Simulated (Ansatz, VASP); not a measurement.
## One calculation of W, two programs

```
W
1.0
    -1.58516    1.58516    1.58516
     1.58516   -1.58516    1.58516
     1.58516    1.58516   -1.58516
W
1
Direct
  0.00000 0.00000 0.00000
```

Alike in both runs: task single point; functional PBE; k mesh 6 × 6 × 6; occupations tetrahedron; no spin polarisation.

|  | VASP | Ansatz |
| --- | --- | --- |
| version | VASP 6.6.1 | Ansatz 0.2.0 |
| potentials or method | VASP PAW PBE potentials, release 64 (W_sv), cutoff 500 eV | scalar-relativistic, plane waves, PAW |
| valence electrons in the cell | 14 | 14 |

|  | VASP | Ansatz | Ansatz less VASP |
| --- | --- | --- | --- |
| gap on the k mesh at the Fermi level (eV) | none | none | - |
| pressure (GPa) | 5.1 | 4.5 | -0.63 |

A gap of «none» marks a metal or a gap that the smearing closes. Ansatz's warnings: band table not solved further, tetrahedron derivatives may miss energy slope.

The k mesh is coarse, so the values compare programs but aren't converged. Neither program's run includes spin-orbit coupling.
